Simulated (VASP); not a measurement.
# NaH (Fm-3m) in VASP: notebook

Runs on NaH. Level: PBE. Tasks: single point.

All numbers are computed with VASP 6.6.1; they aren't measurements. Logs are shortened: lines on timing, memory, paths and dates and some standing lists are left out, and cuts for length are marked.

## 1. The cell of the first run

It takes space group Fm-3m (No. 225, cubic). Conventional cell: a = 4.880 Å, b = 4.880 Å, c = 4.880 Å, α = 90.00°, β = 90.00°, γ = 90.00°. Within 3.2 Å of Na (site symmetry m-3m) lie 6 H at 2.44 Å. H (site symmetry m-3m) has 6 Na at 2.44 Å within 3.2 Å.

## 2. Single point, PBE (volume scaled by 1.03)

INCAR

```
PREC = Accurate
ENCUT = 520
EDIFF = 1E-6
ISMEAR = 0
SIGMA = 0.02
LREAL = F
LASPH = T
NELM = 100
ALGO = Normal
ISIF = 2
LWAVE = F
LCHARG = F
GGA = PE
NBANDS = 11
```

KPOINTS

```
Automatic mesh
0
Gamma
  8 8 8
```

POSCAR

```
NaH
1.0
    0.0000000000      2.4399630688      2.4399630688
    2.4399630688      0.0000000000      2.4399630688
    2.4399630688      2.4399630688      0.0000000000
Na H
1 1
Direct
    0.0000000000      0.0000000000      0.0000000000
    0.5000000000      0.5000000000      0.5000000000
```

Potentials or basis: VASP PAW PBE potentials, release 64 (Na_pv, H).

The run is started by

```sh
$ cat potpaw_PBE.64/Na_pv/POTCAR potpaw_PBE.64/H/POTCAR > POTCAR
$ mpirun -np 1 vasp_std > vasp.out
```

OUTCAR:

```text
PREC = Accurate
   ENCUT = 520
   EDIFF = 1E-6
   ISMEAR = 0
   LREAL = F
   LASPH = T
   NELM = 100
   ISIF = 2
   GGA = PE

 ion  position               nearest neighbor table
   1  0.000  0.000  0.000-
   2  0.500  0.500  0.500-

  LATTYP: Found a face centered cubic cell.
 ALAT       =     4.8799261376

  Lattice vectors:

 A1 = (   0.0000000000,   2.4399630688,   2.4399630688)
 A2 = (   2.4399630688,   0.0000000000,   2.4399630688)
 A3 = (   2.4399630688,   2.4399630688,   0.0000000000)

Analysis of symmetry for initial positions (statically):
=====================================================================
 Subroutine PRICEL returns:
 Original cell was already a primitive cell.

 Routine SETGRP: Setting up the symmetry group for a
 face centered cubic supercell.

 Subroutine GETGRP returns: Found 48 space group operations
 (whereof 48 operations were pure point group operations)
 out of a pool of 48 trial point group operations.

The static configuration has the point symmetry O_h .

Analysis of symmetry for dynamics (positions and initial velocities):
=====================================================================
 Subroutine PRICEL returns:
 Original cell was already a primitive cell.

 Routine SETGRP: Setting up the symmetry group for a
 face centered cubic supercell.

 Subroutine GETGRP returns: Found 48 space group operations
 (whereof 48 operations were pure point group operations)
 out of a pool of 48 trial point group operations.

The dynamic configuration has the point symmetry O_h .

 Subroutine INISYM returns: Found 48 space group operations
 (whereof 48 operations are pure point group operations),
 and found     1 'primitive' translations

----------------------------------------------------------------------------------------

                                     Primitive cell

  volume of cell :      29.0522

  direct lattice vectors                    reciprocal lattice vectors
     0.000000000  2.439963069  2.439963069    -0.204921134  0.204921134  0.204921134
     2.439963069  0.000000000  2.439963069     0.204921134 -0.204921134  0.204921134
     2.439963069  2.439963069  0.000000000     0.204921134  0.204921134 -0.204921134

  length of vectors
     3.450628864  3.450628864  3.450628864     0.354933816  0.354933816  0.354933816

  position of ions in fractional coordinates (direct lattice)
     0.000000000  0.000000000  0.000000000
     0.500000000  0.500000000  0.500000000

  ion indices of the primitive-cell ions
   primitive index   ion index
                 1           1
                 2           2

----------------------------------------------------------------------------------------

 KPOINTS: Automatic mesh

Automatic generation of k-mesh.
 Grid dimensions read from file:
 generate k-points for:    8    8    8

 Generating k-lattice:

  Cartesian coordinates                     Fractional coordinates (reciprocal lattice)
    -0.025615142  0.025615142  0.025615142     0.125000000  0.000000000  0.000000000
     0.025615142 -0.025615142  0.025615142     0.000000000  0.125000000  0.000000000
     0.025615142  0.025615142 -0.025615142     0.000000000  0.000000000  0.125000000

  Length of vectors
     0.044366727  0.044366727  0.044366727

  Shift w.r.t. Gamma in fractional coordinates (k-lattice)
     0.000000000  0.000000000  0.000000000

 Subroutine IBZKPT returns following result:
 ===========================================

 Found     29 irreducible k-points:

 Following reciprocal coordinates:
            Coordinates               Weight
  0.000000  0.000000  0.000000      1.000000
  0.125000  0.000000  0.000000      8.000000
  0.250000  0.000000  0.000000      8.000000
  0.375000  0.000000  0.000000      8.000000
  0.500000  0.000000  0.000000      4.000000
  0.125000  0.125000  0.000000      6.000000
[... 16 lines left out ...]
  0.500000  0.250000  0.125000     48.000000
 -0.375000  0.250000  0.125000     24.000000
 [... further k-points ...]
   k-points           NKPTS =     29   k-points in BZ     NKDIM =     29   number of bands    NBANDS=     11
   number of dos      NEDOS =    301   number of ions     NIONS =      2
   total plane-waves  NPLWV =  21952
   dimension x,y,z NGX =    28 NGY =   28 NGZ =   28
   dimension x,y,z NGXF=    56 NGYF=   56 NGZF=   56
   ions per type =               1   1
   NGX,Y,Z   is equivalent  to a cutoff of  13.49, 13.49, 13.49 a.u.
   NGXF,Y,Z  is equivalent  to a cutoff of  26.98, 26.98, 26.98 a.u.
 SYSTEM =  unknown system
   PREC   = accura    normal or accurate (medium, high low for compatibility)
   ISTART =      0    job   : 0-new  1-cont  2-samecut
   ICHARG =      2    charge: 1-file 2-atom 10-const
   ISPIN  =      1    spin polarized calculation?
   LNONCOLLINEAR =      F non collinear calculations
   LSORBIT =      F    spin-orbit coupling
   LASPH  =      T    aspherical Exc in radial PAW
   ENCUT  =  520.0 eV  38.22 Ry    6.18 a.u.   6.42  6.42  6.42*2*pi/ulx,y,z
   NELM   =    100;   NELMIN=  2; NELMDL= -5     # of ELM steps
   EDIFF  = 0.1E-05   stopping-criterion for ELM
   LREAL  =      F    real-space projection
   EDIFFG = 0.1E-04   stopping-criterion for IOM
   NSW    =      0    number of steps for IOM
   IBRION =     -1    ionic relax: 0-MD 1-quasi-New 2-CG
   NFREE  =      0    steps in history (QN), initial steepest desc. (CG)
   ISIF   =      2    stress and relaxation
   ISYM   =      2    0-nonsym 1-usesym 2-fastsym
   POTIM  = 0.5000    time-step for ionic-motion
   TEBEG  =    0.0;   TEEND  =   0.0 temperature during run
   PSTRESS=    0.0 pullay stress
   NELECT =       8.0000    total number of electrons
   NUPDOWN=      -1.0000    fix difference up-down
   EMIN   =  10.00;   EMAX   =-10.00  energy-range for DOS
   EFERMI =   0.00;   METHOD = LEGACY
   ISMEAR =     0;   SIGMA  =   0.02  broadening in eV -4-tet -1-fermi 0-gaus
   EFERMI_NEDOS =   21; number of points for ismear=-14 and -15
   IALGO  =     38    algorithm
   IMIX   =      4    mixing-type and parameters
     AMIX     =   0.40;   BMIX     =  1.00
     AMIX_MAG =   1.60;   BMIX_MAG =  1.00
  volume/ion in A,a.u.               =      14.53        98.03
  Fermi-wavevector in a.u.,A,eV,Ry     =   1.065070  2.012691 15.434103  1.134375
  Thomas-Fermi vector in A             =   2.200610
   LORBIT       =      0    0 simple, 1 ext, 2 COOP (PROOUT), +10 PAW based schemes
   GGA     = PE    functional components
   LHFCALC =     F    Hartree Fock is set to
   AEXX    =    0.0000 exact exchange contribution
   IVDW    =     0    specifies the selected vdW correction
   LEPSILON=     F    determine dielectric tensor
   LRPA    =     F    only Hartree local field effects (RPA)
 non-spin polarized calculation
 Gauss-broadening in eV      SIGMA  =   0.02
  energy-cutoff  :      520.00
  volume of cell :       29.05
 maximum number of plane-waves:       817
 NGX is ok and might be reduce to    28
   NGX = 13   NGY = 13   NGZ = 13

 number of electron       8.0000008 magnetization

 Free energy of the ion-electron system (eV)
  ---------------------------------------------------
  ext. energy  EPLUGINS =         0.00000000
  ---------------------------------------------------
  free energy    TOTEN  =        -5.08605157 eV

  energy without entropy =       -5.08605157  energy(sigma->0) =       -5.08605157

 E-fermi :  -1.0946     XC(G=0):  -7.6724

 val. band max:       -1.2049259280   @ k =  -0.2500   0.5000   0.2500
 cond. band min:       2.5069388932   @ k =   0.5000   0.0000   0.0000
 fundamental gap:      3.7118648212
 Fermi energy:        -1.0945917916

 k-point     1 :       0.0000    0.0000    0.0000
  band No.  band energies     occupation
      1     -23.3595      2.00000
      2     -23.3595      2.00000
      3     -23.3595      2.00000
      4      -4.7405      2.00000
      5       8.9589      0.00000
      6      14.1808      0.00000
      7      14.1808      0.00000
      8      14.1808      0.00000
      9      14.9684      0.00000
     10      14.9684      0.00000
     11      14.9684      0.00000

 k-point     2 :       0.1250    0.0000    0.0000
  band No.  band energies     occupation
      1     -23.3721      2.00000
      2     -23.3610      2.00000
      3     -23.3610      2.00000
      4      -4.4788      2.00000
      5       8.1155      0.00000
      6      11.5892      0.00000
      7      13.3610      0.00000
      8      13.3610      0.00000
      9      15.9820      0.00000
     10      15.9820      0.00000
     11      16.0978      0.00000

 k-point     3 :       0.2500    0.0000    0.0000
  band No.  band energies     occupation
      1     -23.4021      2.00000
      2     -23.3647      2.00000
      3     -23.3647      2.00000
      4      -3.7345      2.00000
      5       5.8837      0.00000
      6      10.1212      0.00000
      7      12.5913      0.00000
      8      12.5913      0.00000
      9      15.9449      0.00000
     10      15.9449      0.00000
     11      17.2534      0.00000

 k-point     4 :       0.3750    0.0000    0.0000
  band No.  band energies     occupation
      1     -23.4318      2.00000
      2     -23.3683      2.00000
      3     -23.3683      2.00000
      4      -2.6920      2.00000
      5       3.5962      0.00000
      6       9.5403      0.00000
      7      12.1435      0.00000
      8      12.1435      0.00000
      9      15.1565      0.00000
     10      15.1565      0.00000
     11      17.4807      0.00000
[... 239 lines left out ...]
 k-point    22 :       0.3750    0.2500    0.1250
  band No.  band energies     occupation
      1     -23.4089      2.00000
      2     -23.3794      2.00000
      3     -23.3695      2.00000
      4      -3.1335      2.00000
      5       5.5290      0.00000
      6       7.9075      0.00000
      7      10.8381      0.00000
      8      13.6798      0.00000
      9      13.9244      0.00000
     10      16.4645      0.00000
     11      19.0460      0.00000

 k-point    23 :       0.5000    0.2500    0.1250
  band No.  band energies     occupation
      1     -23.4245      2.00000
      2     -23.3881      2.00000
      3     -23.3741      2.00000
      4      -2.2126      2.00000
      5       4.0991      0.00000
      6       6.7618      0.00000
      7       9.9735      0.00000
      8      13.5023      0.00000
      9      14.8149      0.00000
     10      16.7615      0.00000
     11      18.8563      0.00000

 k-point    24 :      -0.3750    0.2500    0.1250
  band No.  band energies     occupation
      1     -23.4312      2.00000
      2     -23.3908      2.00000
      3     -23.3766      2.00000
      4      -1.6789      2.00000
      5       3.2769      0.00000
      6       6.5019      0.00000
      7       9.6207      0.00000
      8      13.4355      0.00000
      9      14.6735      0.00000
     10      17.8318      0.00000
     11      19.8955      0.00000

 [... further k-points ...]
[... 5 lines left out ...]
  --------------------------------------------------------------------------------------
  -------------------------------------------------------------------------------------
  Total       -0.1239973     -0.1239973     -0.1239973     -0.0000000     -0.0000000      0.0000000
  in kB       -6.8382192     -6.8382192     -6.8382192     -0.0000000     -0.0000000      0.0000000
  external PRESSURE =      -6.8382192 kB  Pullay stress =       0.0000000 kB

 VOLUME and BASIS-vectors are now :
 -----------------------------------------------------------------------------
  energy-cutoff  :      520.00
  volume of cell :       29.05
      direct lattice vectors                 reciprocal lattice vectors
     0.000000000  2.439963069  2.439963069    -0.204921134  0.204921134  0.204921134
     2.439963069  0.000000000  2.439963069     0.204921134 -0.204921134  0.204921134
     2.439963069  2.439963069  0.000000000     0.204921134  0.204921134 -0.204921134

 POSITION                                       TOTAL-FORCE (eV/Angst)
 -----------------------------------------------------------------------------------
      0.00000      0.00000      0.00000         0.000000     -0.000000      0.000000
      2.43996      2.43996      2.43996        -0.000000      0.000000     -0.000000
 -----------------------------------------------------------------------------------
    total drift:                               -0.000000     -0.000000     -0.000000

  FREE ENERGIE OF THE ION-ELECTRON SYSTEM (eV)
  ---------------------------------------------------
  free  energy   TOTEN  =        -5.0860515665 eV

  energy  without entropy=       -5.0860515665  energy(sigma->0) =       -5.08605157
```

It took 16 s on 1 thread of Intel Xeon 8259CL, shared host; peak memory 0.15 GiB.

What came out:

```yaml
Free_energy: -5.0861 eV
Pressure: -0.7 GPa
Band_gap_on_the_k_mesh: 3.71 eV, indirect (least direct gap 4.55 eV)
```

Levels at points of the mesh, in eV from the valence-band top:
```tsv
k point	band 2	band 3	band 4	band 5	band 6	band 7
(0.00, 0.00, 0.00)	-22.15	-22.15	-3.54	10.16	15.39	15.39
(0.50, 0.00, 0.00)	-22.16	-22.16	-0.84	3.71	10.58	13.20
(0.50, 0.50, 0.00)	-22.18	-22.18	-0.17	4.58	9.92	10.49
```

 A k mesh can miss the band edges.

## 3. Single point, PBE (volume scaled by 1.06)

INCAR

```
ALGO = Normal ; EDIFF = 1E-6
ENCUT = 520 ; GGA = PE
ISIF = 2 ; ISMEAR = 0
LASPH = True ; LCHARG = True
LELF = True ; LREAL = False
LVHAR = True ; LWAVE = False
NBANDS = 11 ; NELM = 60
PREC = Accurate ; SIGMA = 0.02
```

KPOINTS

```
k-points
0
Gamma
  8 8 8
```

POSCAR

```
NaH
1.0
    0.0000000000      2.4634256915      2.4634256915
    2.4634256915      0.0000000000      2.4634256915
    2.4634256915      2.4634256915      0.0000000000
Na H
1 1
Direct
    0.0000000000      0.0000000000      0.0000000000
    0.5000000000      0.5000000000      0.5000000000
```

Potentials or basis: VASP PAW PBE potentials, release 64 (Na_pv, H).

The run is started by

```sh
$ cat potpaw_PBE.64/Na_pv/POTCAR potpaw_PBE.64/H/POTCAR > POTCAR
$ mpirun -np 1 vasp_std > vasp.out
```

OUTCAR:

```text
EDIFF = 1E-6
   ENCUT = 520
   GGA = PE
   ISIF = 2
   ISMEAR = 0
   LASPH = True
   LREAL = False
   NELM = 60
   PREC = Accurate

 ion  position               nearest neighbor table
   1  0.000  0.000  0.000-
   2  0.500  0.500  0.500-

  LATTYP: Found a face centered cubic cell.
 ALAT       =     4.9268513830

  Lattice vectors:

 A1 = (   0.0000000000,   2.4634256915,   2.4634256915)
 A2 = (   2.4634256915,   0.0000000000,   2.4634256915)
[... 512 lines left out ...]
      5       3.1303      0.00000
      6       6.3069      0.00000
      7       9.3500      0.00000
      8      13.0793      0.00000
      9      14.3273      0.00000
     10      17.4259      0.00000
     11      19.4544      0.00000

 [... further k-points ...]
[... 5 lines left out ...]
  --------------------------------------------------------------------------------------
  -------------------------------------------------------------------------------------
  Total       -0.2338249     -0.2338249     -0.2338249      0.0000000     -0.0000000      0.0000000
  in kB      -12.5300523    -12.5300523    -12.5300523      0.0000000     -0.0000000      0.0000000
  external PRESSURE =     -12.5300523 kB  Pullay stress =       0.0000000 kB

 VOLUME and BASIS-vectors are now :
 -----------------------------------------------------------------------------
  energy-cutoff  :      520.00
  volume of cell :       29.90
      direct lattice vectors                 reciprocal lattice vectors
     0.000000000  2.463425691  2.463425691    -0.202969386  0.202969386  0.202969386
     2.463425691  0.000000000  2.463425691     0.202969386 -0.202969386  0.202969386
     2.463425691  2.463425691  0.000000000     0.202969386  0.202969386 -0.202969386

 POSITION                                       TOTAL-FORCE (eV/Angst)
 -----------------------------------------------------------------------------------
      0.00000      0.00000      0.00000        -0.000000      0.000000     -0.000000
      2.46343      2.46343      2.46343         0.000000      0.000000      0.000000
 -----------------------------------------------------------------------------------
    total drift:                               -0.000000     -0.000000     -0.000000

  FREE ENERGIE OF THE ION-ELECTRON SYSTEM (eV)
  ---------------------------------------------------
  free  energy   TOTEN  =        -5.0812423327 eV

  energy  without entropy=       -5.0812423327  energy(sigma->0) =       -5.08124233
```

Wall time 18 s (1 thread of Intel Xeon 8259CL, shared host); peak memory 0.15 GiB.

What came out:

| Property | Result |
| --- | --- |
| Free energy | -5.0812 eV |
| Pressure | -1.3 GPa |
| Band gap on the k mesh | 3.66 eV, indirect (least direct gap 4.49 eV) |

Levels at points of the mesh, in eV from the valence-band top:
```
           k point  band 1  band 2  band 3  band 4  band 5  band 6  band 7  band 8  band 9
(0.00, 0.00, 0.00)  -22.21  -22.21  -22.21   -3.46    9.92   15.18   15.18   15.18   15.90
(0.50, 0.00, 0.00)  -22.28  -22.22  -22.22   -0.83    3.66   10.39   13.03   13.03   15.76
(0.50, 0.50, 0.00)  -22.28  -22.23  -22.23   -0.16    4.53    9.82   10.32   10.32   11.18
```

## 4. Single point, PBE (volume scaled by 1.10)

INCAR

```
SYSTEM = NaH
PREC = Accurate
ENCUT = 520
EDIFF = 1E-7
ISMEAR = 0
SIGMA = 0.02
LREAL = .False.
LASPH = .True.
NELM = 60
ALGO = Normal
ISIF = 2
LWAVE = .False.
LCHARG = .False.
GGA = PE
NBANDS = 11
```

KPOINTS

```
regular mesh
0
Gamma
  8 8 8
  0 0 0
```

POSCAR

```
NaH
1.0
    0.0000000000      2.4940303822      2.4940303822
    2.4940303822      0.0000000000      2.4940303822
    2.4940303822      2.4940303822      0.0000000000
Na H
1 1
Direct
    0.0000000000      0.0000000000      0.0000000000
    0.5000000000      0.5000000000      0.5000000000
```

The run is started by

```sh
$ cat potpaw_PBE.64/Na_pv/POTCAR potpaw_PBE.64/H/POTCAR > POTCAR
$ mpirun -np 1 vasp_std > vasp.out
```

It took 20 s on 1 thread of Intel Xeon 8259CL, shared host; peak memory 0.15 GiB.

The run converged. Its results:

* Free energy: -5.0705 eV
* Pressure: -1.9 GPa
* Band gap on the k mesh: 3.61 eV, indirect (least direct gap 4.41 eV)

Levels at points of the mesh, in eV from the valence-band top:
| k point | band 1 | band 2 | band 3 | band 4 | band 5 | band 6 | band 7 | band 8 | band 9 |
| --- | --- | --- | --- | --- | --- | --- | --- | --- | --- |
| (0.00, 0.00, 0.00) | -22.28 | -22.28 | -22.28 | -3.36 | 9.61 | 14.91 | 14.91 | 14.91 | 15.55 |
| (0.50, 0.00, 0.00) | -22.34 | -22.29 | -22.29 | -0.81 | 3.61 | 10.15 | 12.81 | 12.81 | 15.38 |
| (0.50, 0.50, 0.00) | -22.34 | -22.30 | -22.30 | -0.16 | 4.46 | 9.68 | 10.10 | 10.10 | 10.82 |

## 5. Summary

```csv
cell,gap on the mesh (eV),pressure (GPa)
"a = 3.451 Å, angles 60.0°, 2 atoms",3.71,-0.7
"a = 3.484 Å, angles 60.0°, 2 atoms",3.66,-1.3
"a = 3.527 Å, angles 60.0°, 2 atoms",3.61,-1.9
```

Alike in all rows: task single point; level PBE; potentials or basis VASP PAW PBE potentials, release 64 (Na_pv, H); no spin polarisation; k mesh 8 × 8 × 8; cutoff (eV) 520; smearing gaussian 0.02 eV.

Total energies depend on the potentials used, so only differences within one code and one set of settings carry meaning.
